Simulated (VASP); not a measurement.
# GePt (Fm-3m) in VASP: further runs

Runs on GePt. Level: PBE. Tasks: single point, relaxation of cell and atoms.

Program: VASP 6.6.1. These are calculated values, not measurements. Logs are shortened: lines on timing, memory, paths and dates and some standing lists are left out, and cuts for length are marked.

### Step 1. The cell of the first run

Symmetry: Fm-3m, No. 225, cubic system. The conventional cell has a = 5.165 Å, b = 5.165 Å, c = 5.165 Å, α = 90.00°, β = 90.00°, γ = 90.00°. Ge (site symmetry m-3m) has 6 Pt at 2.58 Å within 3.4 Å. Within 3.4 Å of Pt (site symmetry m-3m) lie 6 Ge at 2.58 Å.

### Step 2. Single point, PBE

INCAR reads:

```
SYSTEM = GePt
PREC     = Accurate       ! precision mode
ENCUT    = 520            ! plane-wave cutoff, eV
EDIFF    = 1E-6           ! SCF threshold, eV
ISMEAR   = 0              ! smearing method
SIGMA    = 0.1            ! smearing width, eV
LREAL    = .FALSE.        ! projectors in reciprocal space
LASPH    = .TRUE.         ! aspherical terms in the spheres
NELM     = 100            ! most SCF steps
ALGO     = Normal         ! electronic algorithm
ISIF     = 2              ! what is computed and relaxed
LWAVE    = .FALSE.        ! write WAVECAR
LCHARG   = .FALSE.        ! write CHGCAR
GGA      = PE             ! functional
NBANDS   = 19             ! bands
```

KPOINTS reads:

```
Automatic mesh
0
G
  6 6 6
  0 0 0
```

POSCAR reads:

```
GePt
1.0
    0.0000000000      2.5823318500      2.5823318500
    2.5823318500      0.0000000000      2.5823318500
    2.5823318500      2.5823318500      0.0000000000
Ge Pt
1 1
Direct
    0.0000000000      0.0000000000      0.0000000000
    0.5000000000      0.5000000000      0.5000000000
```

Potentials or basis: VASP PAW PBE potentials, release 64 (Ge_d, Pt).

Command:

```
$ cat potpaw_PBE.64/Ge_d/POTCAR potpaw_PBE.64/Pt/POTCAR > POTCAR
$ mpirun -np 1 vasp_std > vasp.out
```

OUTCAR:

```text
SYSTEM = GePt
   PREC = Accurate
   ENCUT = 520
   EDIFF = 1E-6
   ISMEAR = 0
   LREAL = .FALSE.
   LASPH = .TRUE.
   NELM = 100
   ISIF = 2
   GGA = PE

 ion  position               nearest neighbor table
   1  0.000  0.000  0.000-   2 2.58   2 2.58   2 2.58   2 2.58   2 2.58   2 2.58
   2  0.500  0.500  0.500-   1 2.58   1 2.58   1 2.58   1 2.58   1 2.58   1 2.58

  LATTYP: Found a face centered cubic cell.
 ALAT       =     5.1646637000

  Lattice vectors:

 A1 = (   0.0000000000,   2.5823318500,   2.5823318500)
 A2 = (   2.5823318500,   0.0000000000,   2.5823318500)
 A3 = (   2.5823318500,   2.5823318500,   0.0000000000)

Analysis of symmetry for initial positions (statically):
=====================================================================
 Subroutine PRICEL returns:
 Original cell was already a primitive cell.

 Routine SETGRP: Setting up the symmetry group for a
 face centered cubic supercell.

 Subroutine GETGRP returns: Found 48 space group operations
 (whereof 48 operations were pure point group operations)
 out of a pool of 48 trial point group operations.

The static configuration has the point symmetry O_h .

Analysis of symmetry for dynamics (positions and initial velocities):
=====================================================================
 Subroutine PRICEL returns:
 Original cell was already a primitive cell.

 Routine SETGRP: Setting up the symmetry group for a
 face centered cubic supercell.

 Subroutine GETGRP returns: Found 48 space group operations
 (whereof 48 operations were pure point group operations)
 out of a pool of 48 trial point group operations.

The dynamic configuration has the point symmetry O_h .

 Subroutine INISYM returns: Found 48 space group operations
 (whereof 48 operations are pure point group operations),
 and found     1 'primitive' translations

----------------------------------------------------------------------------------------

                                     Primitive cell

  volume of cell :      34.4402

  direct lattice vectors                    reciprocal lattice vectors
     0.000000000  2.582331850  2.582331850    -0.193623449  0.193623449  0.193623449
     2.582331850  0.000000000  2.582331850     0.193623449 -0.193623449  0.193623449
     2.582331850  2.582331850  0.000000000     0.193623449  0.193623449 -0.193623449

  length of vectors
     3.651968725  3.651968725  3.651968725     0.335365652  0.335365652  0.335365652

  position of ions in fractional coordinates (direct lattice)
[... 68 lines left out ...]
   ENCUT  =  520.0 eV  38.22 Ry    6.18 a.u.   6.79  6.79  6.79*2*pi/ulx,y,z
   NELM   =    100;   NELMIN=  2; NELMDL= -5     # of ELM steps
   EDIFF  = 0.1E-05   stopping-criterion for ELM
   LREAL  =      F    real-space projection
   EDIFFG = 0.1E-04   stopping-criterion for IOM
   NSW    =      0    number of steps for IOM
   IBRION =     -1    ionic relax: 0-MD 1-quasi-New 2-CG
   NFREE  =      0    steps in history (QN), initial steepest desc. (CG)
   ISIF   =      2    stress and relaxation
   ISYM   =      2    0-nonsym 1-usesym 2-fastsym
   POTIM  = 0.5000    time-step for ionic-motion
   TEBEG  =    0.0;   TEEND  =   0.0 temperature during run
   PSTRESS=    0.0 pullay stress
   NELECT =      24.0000    total number of electrons
   NUPDOWN=      -1.0000    fix difference up-down
   EMIN   =  10.00;   EMAX   =-10.00  energy-range for DOS
   EFERMI =   0.00;   METHOD = LEGACY
   ISMEAR =     0;   SIGMA  =   0.10  broadening in eV -4-tet -1-fermi 0-gaus
   EFERMI_NEDOS =   21; number of points for ismear=-14 and -15
   IALGO  =     38    algorithm
   IMIX   =      4    mixing-type and parameters
     AMIX     =   0.40;   BMIX     =  1.00
     AMIX_MAG =   1.60;   BMIX_MAG =  1.00
  volume/ion in A,a.u.               =      17.22       116.21
  Fermi-wavevector in a.u.,A,eV,Ry     =   1.451409  2.742766 28.661877  2.106589
  Thomas-Fermi vector in A             =   2.568910
   LORBIT       =      0    0 simple, 1 ext, 2 COOP (PROOUT), +10 PAW based schemes
   GGA     = PE    functional components
   LHFCALC =     F    Hartree Fock is set to
   AEXX    =    0.0000 exact exchange contribution
   IVDW    =     0    specifies the selected vdW correction
   LEPSILON=     F    determine dielectric tensor
   LRPA    =     F    only Hartree local field effects (RPA)
 non-spin polarized calculation
 Gauss-broadening in eV      SIGMA  =   0.10
  energy-cutoff  :      520.00
  volume of cell :       34.44
 maximum number of plane-waves:       941
   NGX = 13   NGY = 13   NGZ = 13

 number of electron      23.9999991 magnetization

 Free energy of the ion-electron system (eV)
  ---------------------------------------------------
  ext. energy  EPLUGINS =         0.00000000
  ---------------------------------------------------
  free energy    TOTEN  =       -11.02650064 eV

  energy without entropy =      -11.02036364  energy(sigma->0) =      -11.02343214

 E-fermi :   8.1889     XC(G=0): -12.0960

 val. band max:        8.1016096934   @ k =   0.3333   0.1667   0.0000
 cond. band min:       8.1940382107   @ k =  -0.3333   0.5000   0.1667
 fundamental gap:      0.0924285173
 Fermi energy:         8.1888888113

 k-point     1 :       0.0000    0.0000    0.0000
  band No.  band energies     occupation
      1     -16.3717      2.00000
      2     -16.3717      2.00000
      3     -16.3366      2.00000
      4     -16.3366      2.00000
      5     -16.3366      2.00000
      6      -3.6959      2.00000
[... 329 lines left out ...]
      6      -0.7262      2.00000
[... 11 lines left out ...]
     18      20.8666      0.00000
     19      25.2336      0.00000

------------------------ aborting loop because EDIFF is reached ----------------------------------------

  FORCE on cell =-STRESS in cart. coord.  units (eV):
  Direction    XX          YY          ZZ          XY          YZ          ZX
  --------------------------------------------------------------------------------------
  -------------------------------------------------------------------------------------
  Total        0.7723208      0.7723208      0.7723208      0.0000000      0.0000000      0.0000000
  in kB       35.9287533     35.9287533     35.9287533      0.0000000      0.0000000      0.0000000
  external PRESSURE =      35.9287533 kB  Pullay stress =       0.0000000 kB

 VOLUME and BASIS-vectors are now :
 -----------------------------------------------------------------------------
  energy-cutoff  :      520.00
  volume of cell :       34.44
      direct lattice vectors                 reciprocal lattice vectors
     0.000000000  2.582331850  2.582331850    -0.193623449  0.193623449  0.193623449
     2.582331850  0.000000000  2.582331850     0.193623449 -0.193623449  0.193623449
     2.582331850  2.582331850  0.000000000     0.193623449  0.193623449 -0.193623449

 POSITION                                       TOTAL-FORCE (eV/Angst)
 -----------------------------------------------------------------------------------
      0.00000      0.00000      0.00000         0.000000      0.000000      0.000000
      2.58233      2.58233      2.58233        -0.000000     -0.000000     -0.000000
 -----------------------------------------------------------------------------------
    total drift:                                0.000000      0.000000      0.000000

  FREE ENERGIE OF THE ION-ELECTRON SYSTEM (eV)
  ---------------------------------------------------
  free  energy   TOTEN  =       -11.0265006418 eV

  energy  without entropy=      -11.0203636353  energy(sigma->0) =      -11.02343214
```

OSZICAR:

```text
N       E                     dE             d eps       ncg     rms          rms(c)
DAV:   1     0.152214778097E+03    0.15221E+03   -0.12201E+04   730   0.303E+03
DAV:   2     0.447639312560E+01   -0.14774E+03   -0.14184E+03   632   0.539E+02
DAV:   3    -0.110361382935E+02   -0.15513E+02   -0.15350E+02   684   0.105E+02
DAV:   4    -0.113669759462E+02   -0.33084E+00   -0.33066E+00   702   0.148E+01
DAV:   5    -0.113723776502E+02   -0.54017E-02   -0.54011E-02   683   0.213E+00    0.834E+00
DAV:   6    -0.110689989257E+02    0.30338E+00   -0.15490E+00   656   0.740E+00    0.384E+00
DAV:   7    -0.110367586646E+02    0.32240E-01   -0.86277E-02   823   0.352E+00    0.231E+00
DAV:   8    -0.110267301677E+02    0.10028E-01   -0.21645E-02   791   0.132E+00    0.258E-01
DAV:   9    -0.110265152157E+02    0.21495E-03   -0.75434E-04   782   0.460E-01    0.123E-01
DAV:  10    -0.110265015371E+02    0.13679E-04   -0.30312E-04   808   0.309E-01    0.202E-02
DAV:  11    -0.110265007270E+02    0.81012E-06   -0.16075E-05   781   0.678E-02    0.390E-03
DAV:  12    -0.110265006418E+02    0.85244E-07   -0.47985E-07   391   0.728E-03
   1 F= -.11026501E+02 E0= -.11023432E+02  d E =-.613701E-02
```

stdout:

```text
POSCAR found type information on POSCAR GePt
 POSCAR found :  2 types and       2 ions
 scaLAPACK will be used
 LDA part: xc-table for (Slater+PW92), standard interpolation
 POSCAR, INCAR and KPOINTS ok, starting setup
 FFT: planning ... GRIDC
 FFT: planning ... GRID_SOFT
 FFT: planning ... GRID
 WAVECAR not read
 entering main loop
```

Run time: 9.9 s. Hardware: 1 thread of Intel Xeon Platinum 8259CL at 2.50GHz (Skylake/Cascade Lake), shared host; peak memory 0.16 GiB.

Results:

```
Free energy            : -11.0265 eV
Pressure               : 3.6 GPa
Band gap on the k mesh : zero (band 12 reaches 11.08 eV, above the bottom of band 13 at 7.84 eV)
```

Levels at points of the mesh, in eV from the Fermi level:
| k point | band 8 | band 9 | band 10 | band 11 | band 12 | band 13 | band 14 | band 15 | band 16 | band 17 |
| --- | --- | --- | --- | --- | --- | --- | --- | --- | --- | --- |
| (0.00, 0.00, 0.00) | -3.26 | -3.26 | -3.08 | -3.08 | 2.89 | 2.89 | 2.89 | 7.00 | 9.80 | 13.34 |
| (0.50, 0.00, 0.00) | -4.59 | -4.59 | -2.22 | -2.22 | -1.41 | 5.46 | 6.82 | 6.82 | 7.41 | 7.41 |
| (0.50, 0.50, 0.00) | -3.95 | -2.57 | -1.86 | -1.86 | -0.64 | -0.17 | -0.17 | 2.83 | 9.51 | 15.78 |

Caveat: spin-orbit coupling is left out, which moves the levels of the heavy elements.

### Step 3. Single point, PBE

This run uses another cell than the first one, of 17.70 Å³/atom, 1.028 times its volume.

INCAR reads:

```
SYSTEM = GePt
PREC     = Accurate       ! precision mode
ENCUT    = 520            ! plane-wave cutoff, eV
EDIFF    = 1E-7           ! SCF threshold, eV
ISMEAR   = 0              ! smearing method
SIGMA    = 0.1            ! smearing width, eV
LREAL    = .False.        ! projectors in reciprocal space
LASPH    = .True.         ! aspherical terms in the spheres
NELM     = 100            ! most SCF steps
ALGO     = Normal         ! electronic algorithm
ISIF     = 2              ! what is computed and relaxed
LWAVE    = .False.        ! write WAVECAR
LCHARG   = .False.        ! write CHGCAR
GGA      = PE             ! functional
NBANDS   = 19             ! bands
```

KPOINTS reads:

```
Automatic mesh
0
Gamma
  18 18 18
  0 0 0
```

POSCAR reads:

```
GePt
1.0
    0.0000000000      2.6061955619      2.6061955619
    2.6061955619      0.0000000000      2.6061955619
    2.6061955619      2.6061955619      0.0000000000
Ge Pt
1 1
Direct
    0.0000000000      0.0000000000      0.0000000000
    0.5000000000      0.5000000000      0.5000000000
```

Potentials or basis: VASP PAW PBE potentials, release 64 (Ge_d, Pt).

Command:

```
$ cat potpaw_PBE.64/Ge_d/POTCAR potpaw_PBE.64/Pt/POTCAR > POTCAR
$ mpirun -np 1 vasp_std > vasp.out
```

Run time: 1.7 min. Hardware: 1 thread of Intel Xeon Platinum 8259CL at 2.50GHz (Skylake/Cascade Lake), shared host; peak memory 0.26 GiB.

It converged, with:

| Item | Value |
| --- | --- |
| Free energy | -11.0141 eV |
| Pressure | 0.0 GPa |
| Band gap on the k mesh | zero (band 12 reaches 10.66 eV, above the bottom of band 13 at 7.26 eV) |

Levels at points of the mesh, in eV from the Fermi level:
| k point | band 9 | band 10 | band 11 | band 12 | band 13 | band 14 | band 15 | band 16 |
| --- | --- | --- | --- | --- | --- | --- | --- | --- |
| (0.00, 0.00, 0.00) | -3.32 | -3.16 | -3.16 | 2.65 | 2.65 | 2.65 | 6.44 | 9.64 |
| (0.50, 0.00, 0.00) | -4.61 | -2.33 | -2.33 | -1.56 | 5.22 | 6.43 | 6.43 | 7.15 |
| (0.50, 0.50, 0.00) | -2.67 | -1.99 | -1.99 | -0.83 | -0.32 | -0.32 | 2.44 | 9.18 |

Caveat: spin-orbit coupling is left out, which moves the levels of the heavy elements.

### Step 4. Single point, PBE

This run uses another cell than the first one, of 17.70 Å³/atom, 1.028 times its volume.

INCAR reads:

```
  PREC = Accurate
  ENCUT = 520
  EDIFF = 1E-7
  ISMEAR = 0
  SIGMA = 0.1
  LREAL = False
  LASPH = True
  NELM = 100
  ALGO = Normal
  ISIF = 2
  LWAVE = False
  LCHARG = False
  GGA = PE
  NBANDS = 19
```

KPOINTS reads:

```
regular mesh
0
Gamma
  18 18 18
```

POSCAR is that of step 3.

Command:

```
$ cat potpaw_PBE.64/Ge_d/POTCAR potpaw_PBE.64/Pt/POTCAR > POTCAR
$ mpirun -np 1 vasp_std > vasp.out
```

Wall time 98 s (1 thread of Intel Xeon Platinum 8259CL at 2.50GHz (Skylake/Cascade Lake), shared host); peak memory 0.26 GiB.

It converged, with:

- Free energy: -11.0141 eV
- Pressure: 0.0 GPa
- Band gap on the k mesh: zero (band 12 reaches 10.66 eV, above the bottom of band 13 at 7.26 eV)

Levels at points of the mesh, in eV from the Fermi level:
```
           k point  band 9  band 10  band 11  band 12  band 13  band 14  band 15  band 16
(0.00, 0.00, 0.00)   -3.32    -3.16    -3.16     2.65     2.65     2.65     6.44     9.64
(0.50, 0.00, 0.00)   -4.61    -2.33    -2.33    -1.56     5.22     6.43     6.43     7.15
(0.50, 0.50, 0.00)   -2.67    -1.99    -1.99    -0.83    -0.32    -0.32     2.44     9.18
```

Caveat: spin-orbit coupling is left out, which moves the levels of the heavy elements.

(Part 1 of 2 ends here.)
